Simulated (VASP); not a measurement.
# TiTl2 (Fm-3m) in VASP: single point with PBE

Aim: the single point of TiTl2 with PBE.

All numbers are computed with VASP 6.6.1; they aren't measurements. Logs are shortened: lines on timing, memory, paths and dates and some standing lists are left out, and cuts for length are marked.

## 1. The cell of the first run

Symmetry: Fm-3m, No. 225, cubic system. The conventional cell has a = 6.796 Å, b = 6.796 Å, c = 6.796 Å, α = 90.00°, β = 90.00°, γ = 90.00°. Within 3.9 Å of Ti (site symmetry m-3m) lie 8 Tl at 2.94 Å. Within 3.9 Å of Tl (site symmetry -43m) lie 4 Ti at 2.94 Å and 6 Tl at 3.40 Å.

## 2. Single point, PBE

The input, INCAR:

```
SYSTEM = TiTl2
PREC = Accurate ; ENCUT = 520
EDIFF = 1E-7 ; ISMEAR = 0
SIGMA = 0.1 ; LREAL = .False.
LASPH = .True. ; NELM = 100
ALGO = Fast ; ISIF = 2
LWAVE = .False. ; LCHARG = .False.
GGA = PE ; NBANDS = 26
```

The input, KPOINTS:

```
Automatic mesh
0
Gamma
  12 12 12
  0 0 0
```

The input, POSCAR:

```
TiTl2
1.0
    0.0000000000      3.3979405745      3.3979405745
    3.3979405745      0.0000000000      3.3979405745
    3.3979405745      3.3979405745      0.0000000000
Ti Tl
1 2
Direct
    0.0000000000      0.0000000000      0.0000000000
    0.7500000000      0.7500000000      0.7500000000
    0.2500000000      0.2500000000      0.2500000000
```

Potentials or basis: VASP PAW PBE potentials, release 64 (Ti_sv, Tl_d).

Started as:

```bash
$ cat potpaw_PBE.64/Ti_sv/POTCAR potpaw_PBE.64/Tl_d/POTCAR > POTCAR
$ mpirun -np 1 vasp_std > vasp.out
```

OUTCAR:

```text
SYSTEM = TiTl2
   PREC = Accurate
   ENCUT = 520
   EDIFF = 1E-7
   ISMEAR = 0
   LREAL = .False.
   LASPH = .True.
   NELM = 100
   ISIF = 2
   GGA = PE

 ion  position               nearest neighbor table
   1  0.000  0.000  0.000-   2 2.94   3 2.94   2 2.94   2 2.94   2 2.94   3 2.94   3 2.94   3 2.94

   2  0.750  0.750  0.750-   1 2.94   1 2.94   1 2.94   1 2.94   3 3.40   3 3.40   3 3.40   3 3.40
                             3 3.40   3 3.40
   3  0.250  0.250  0.250-   1 2.94   1 2.94   1 2.94   1 2.94   2 3.40   2 3.40   2 3.40   2 3.40
                             2 3.40   2 3.40

  LATTYP: Found a face centered cubic cell.
 ALAT       =     6.7958811490

  Lattice vectors:

 A1 = (   0.0000000000,   3.3979405745,   3.3979405745)
 A2 = (   3.3979405745,   0.0000000000,   3.3979405745)
 A3 = (   3.3979405745,   3.3979405745,   0.0000000000)

Analysis of symmetry for initial positions (statically):
=====================================================================
 Subroutine PRICEL returns:
 Original cell was already a primitive cell.

 Routine SETGRP: Setting up the symmetry group for a
 face centered cubic supercell.

 Subroutine GETGRP returns: Found 48 space group operations
 (whereof 48 operations were pure point group operations)
 out of a pool of 48 trial point group operations.

The static configuration has the point symmetry O_h .

Analysis of symmetry for dynamics (positions and initial velocities):
=====================================================================
 Subroutine PRICEL returns:
 Original cell was already a primitive cell.

 Routine SETGRP: Setting up the symmetry group for a
 face centered cubic supercell.

 Subroutine GETGRP returns: Found 48 space group operations
 (whereof 48 operations were pure point group operations)
 out of a pool of 48 trial point group operations.

The dynamic configuration has the point symmetry O_h .

 Subroutine INISYM returns: Found 48 space group operations
 (whereof 48 operations are pure point group operations),
 and found     1 'primitive' translations

----------------------------------------------------------------------------------------

                                     Primitive cell

  volume of cell :      78.4652

  direct lattice vectors                    reciprocal lattice vectors
     0.000000000  3.397940575  3.397940575    -0.147147953  0.147147953  0.147147953
     3.397940575  0.000000000  3.397940575     0.147147953 -0.147147953  0.147147953
     3.397940575  3.397940575  0.000000000     0.147147953  0.147147953 -0.147147953

  length of vectors
     4.805413645  4.805413645  4.805413645     0.254867731  0.254867731  0.254867731

  position of ions in fractional coordinates (direct lattice)
     0.000000000  0.000000000  0.000000000
     0.750000000  0.750000000  0.750000000
     0.250000000  0.250000000  0.250000000

  ion indices of the primitive-cell ions
   primitive index   ion index
                 1           1
                 2           2
                 3           3

----------------------------------------------------------------------------------------

 KPOINTS: Automatic mesh

Automatic generation of k-mesh.
 Grid dimensions read from file:
 generate k-points for:   12   12   12

 Generating k-lattice:

  Cartesian coordinates                     Fractional coordinates (reciprocal lattice)
    -0.012262329  0.012262329  0.012262329     0.083333333  0.000000000  0.000000000
     0.012262329 -0.012262329  0.012262329     0.000000000  0.083333333  0.000000000
     0.012262329  0.012262329 -0.012262329     0.000000000  0.000000000  0.083333333

  Length of vectors
     0.021238978  0.021238978  0.021238978

  Shift w.r.t. Gamma in fractional coordinates (k-lattice)
     0.000000000  0.000000000  0.000000000

 Subroutine IBZKPT returns following result:
 ===========================================

 Found     72 irreducible k-points:

 Following reciprocal coordinates:
            Coordinates               Weight
  0.000000  0.000000  0.000000      1.000000
  0.083333  0.000000  0.000000      8.000000
  0.166667  0.000000  0.000000      8.000000
  0.250000  0.000000  0.000000      8.000000
  0.333333  0.000000  0.000000      8.000000
  0.416667  0.000000  0.000000      8.000000
[... 16 lines left out ...]
  0.500000  0.166667  0.000000     24.000000
 -0.416667  0.166667  0.000000     24.000000
 [... further k-points ...]
   k-points           NKPTS =     72   k-points in BZ     NKDIM =     72   number of bands    NBANDS=     26
   number of dos      NEDOS =    301   number of ions     NIONS =      3
   total plane-waves  NPLWV =  46656
   dimension x,y,z NGX =    36 NGY =   36 NGZ =   36
   dimension x,y,z NGXF=    72 NGYF=   72 NGZF=   72
   ions per type =               1   2
   NGX,Y,Z   is equivalent  to a cutoff of  12.45, 12.45, 12.45 a.u.
   NGXF,Y,Z  is equivalent  to a cutoff of  24.91, 24.91, 24.91 a.u.
 SYSTEM =  TiTl2
   PREC   = accura    normal or accurate (medium, high low for compatibility)
   ISTART =      0    job   : 0-new  1-cont  2-samecut
   ICHARG =      2    charge: 1-file 2-atom 10-const
   ISPIN  =      1    spin polarized calculation?
   LNONCOLLINEAR =      F non collinear calculations
   LSORBIT =      F    spin-orbit coupling
   LASPH  =      T    aspherical Exc in radial PAW
   ENCUT  =  520.0 eV  38.22 Ry    6.18 a.u.   8.93  8.93  8.93*2*pi/ulx,y,z
   NELM   =    100;   NELMIN=  2; NELMDL= -5     # of ELM steps
   EDIFF  = 0.1E-06   stopping-criterion for ELM
   LREAL  =      F    real-space projection
   EDIFFG = 0.1E-05   stopping-criterion for IOM
   NSW    =      0    number of steps for IOM
   IBRION =     -1    ionic relax: 0-MD 1-quasi-New 2-CG
   NFREE  =      0    steps in history (QN), initial steepest desc. (CG)
   ISIF   =      2    stress and relaxation
   ISYM   =      2    0-nonsym 1-usesym 2-fastsym
   POTIM  = 0.5000    time-step for ionic-motion
   TEBEG  =    0.0;   TEEND  =   0.0 temperature during run
   PSTRESS=    0.0 pullay stress
   NELECT =      38.0000    total number of electrons
   NUPDOWN=      -1.0000    fix difference up-down
   EMIN   =  10.00;   EMAX   =-10.00  energy-range for DOS
   EFERMI =   0.00;   METHOD = LEGACY
   ISMEAR =     0;   SIGMA  =   0.10  broadening in eV -4-tet -1-fermi 0-gaus
   EFERMI_NEDOS =   21; number of points for ismear=-14 and -15
   IALGO  =     68    algorithm
   IMIX   =      4    mixing-type and parameters
     AMIX     =   0.40;   BMIX     =  1.00
     AMIX_MAG =   1.60;   BMIX_MAG =  1.00
  volume/ion in A,a.u.               =      26.16       176.50
  Fermi-wavevector in a.u.,A,eV,Ry     =   1.285613  2.429456 22.487720  1.652801
  Thomas-Fermi vector in A             =   2.417737
   LORBIT       =      0    0 simple, 1 ext, 2 COOP (PROOUT), +10 PAW based schemes
   GGA     = PE    functional components
   LHFCALC =     F    Hartree Fock is set to
   AEXX    =    0.0000 exact exchange contribution
   IVDW    =     0    specifies the selected vdW correction
   LEPSILON=     F    determine dielectric tensor
   LRPA    =     F    only Hartree local field effects (RPA)
 non-spin polarized calculation
 RMM-DIIS sequential band-by-band and
 Gauss-broadening in eV      SIGMA  =   0.10
  energy-cutoff  :      520.00
  volume of cell :       78.47
 maximum number of plane-waves:      2148
   NGX = 17   NGY = 17   NGZ = 17

 number of electron      38.0000012 magnetization

 Free energy of the ion-electron system (eV)
  ---------------------------------------------------
  ext. energy  EPLUGINS =         0.00000000
  ---------------------------------------------------
  free energy    TOTEN  =       -11.02852951 eV

  energy without entropy =      -11.01487914  energy(sigma->0) =      -11.02170433

 E-fermi :   6.4700     XC(G=0): -10.1532

 val. band max:        6.4621157031   @ k =  -0.3333   0.3333   0.0833
 cond. band min:       6.4884540720   @ k =   0.3333   0.0833   0.0000
 fundamental gap:      0.0263383689
 Fermi energy:         6.4700404975

 k-point     1 :       0.0000    0.0000    0.0000
  band No.  band energies     occupation
      1     -51.1259      2.00000
      2     -27.3969      2.00000
      3     -27.3969      2.00000
      4     -27.3969      2.00000
      5      -5.3671      2.00000
      6      -5.3671      2.00000
[... 18 lines left out ...]
     25      11.1058      0.00000
     26      11.1058      0.00000

 k-point     2 :       0.0833    0.0000    0.0000
  band No.  band energies     occupation
      1     -51.1259      2.00000
      2     -27.3970      2.00000
      3     -27.3969      2.00000
      4     -27.3969      2.00000
      5      -5.3532      2.00000
      6      -5.3532      2.00000
[... 18 lines left out ...]
     25      11.2645      0.00000
     26      11.3881      0.00000

 k-point     3 :       0.1667    0.0000    0.0000
  band No.  band energies     occupation
      1     -51.1259      2.00000
      2     -27.3975      2.00000
      3     -27.3969      2.00000
      4     -27.3969      2.00000
      5      -5.3125      2.00000
      6      -5.3125      2.00000
[... 18 lines left out ...]
     25      10.9806      0.00000
     26      11.3166      0.00000

 k-point     4 :       0.2500    0.0000    0.0000
  band No.  band energies     occupation
      1     -51.1258      2.00000
      2     -27.3980      2.00000
      3     -27.3969      2.00000
      4     -27.3969      2.00000
      5      -5.2472      2.00000
      6      -5.2472      2.00000
[... 18 lines left out ...]
     25      10.4142      0.00000
     26      11.2566      0.00000
[... 496 lines left out ...]
      1     -51.1258      2.00000
      2     -27.3987      2.00000
      3     -27.3973      2.00000
      4     -27.3970      2.00000
      5      -5.2207      2.00000
      6      -5.1625      2.00000
[... 18 lines left out ...]
     25      11.3930      0.00000
     26      12.1168      0.00000

 k-point    23 :       0.5000    0.1667    0.0000
  band No.  band energies     occupation
      1     -51.1257      2.00000
      2     -27.3989      2.00000
      3     -27.3974      2.00000
      4     -27.3970      2.00000
      5      -5.1370      2.00000
      6      -5.1164      2.00000
[... 18 lines left out ...]
     25      10.8674      0.00000
     26      12.0414      0.00000

 k-point    24 :      -0.4167    0.1667    0.0000
  band No.  band energies     occupation
      1     -51.1257      2.00000
      2     -27.3989      2.00000
      3     -27.3975      2.00000
      4     -27.3970      2.00000
      5      -5.1167      2.00000
      6      -5.0681      2.00000
[... 18 lines left out ...]
     25      10.4246      0.00000
     26      11.7608      0.00000

 [... further k-points ...]

------------------------ aborting loop because EDIFF is reached ----------------------------------------

  FORCE on cell =-STRESS in cart. coord.  units (eV):
  Direction    XX          YY          ZZ          XY          YZ          ZX
  --------------------------------------------------------------------------------------
  -------------------------------------------------------------------------------------
  Total       -0.0042472     -0.0042472     -0.0042472      0.0000000      0.0000000      0.0000000
  in kB       -0.0867228     -0.0867228     -0.0867228      0.0000000      0.0000000      0.0000000
  external PRESSURE =      -0.0867228 kB  Pullay stress =       0.0000000 kB

 VOLUME and BASIS-vectors are now :
 -----------------------------------------------------------------------------
  energy-cutoff  :      520.00
  volume of cell :       78.47
      direct lattice vectors                 reciprocal lattice vectors
     0.000000000  3.397940575  3.397940575    -0.147147953  0.147147953  0.147147953
     3.397940575  0.000000000  3.397940575     0.147147953 -0.147147953  0.147147953
     3.397940575  3.397940575  0.000000000     0.147147953  0.147147953 -0.147147953

 POSITION                                       TOTAL-FORCE (eV/Angst)
 -----------------------------------------------------------------------------------
      0.00000      0.00000      0.00000        -0.000000     -0.000000     -0.000000
      5.09691      5.09691      5.09691        -0.000000     -0.000000     -0.000000
      1.69897      1.69897      1.69897         0.000000      0.000000      0.000000
 -----------------------------------------------------------------------------------
    total drift:                                0.000000      0.000000      0.000000

  FREE ENERGIE OF THE ION-ELECTRON SYSTEM (eV)
  ---------------------------------------------------
  free  energy   TOTEN  =       -11.0285295143 eV

  energy  without entropy=      -11.0148791448  energy(sigma->0) =      -11.02170433
```

It took 3.4 min on 1 thread of Intel Xeon 6975P-C (Granite Rapids), shared host; peak memory 0.29 GiB.

Results:

| Property | Result |
| --- | --- |
| Free energy | -11.0285 eV |
| Pressure | 0.0 GPa |
| Band gap on the k mesh | zero (band 19 reaches 6.77 eV, above the bottom of band 20 at 6.16 eV) |

Caveat: spin-orbit coupling is left out, which moves the levels of the heavy elements.
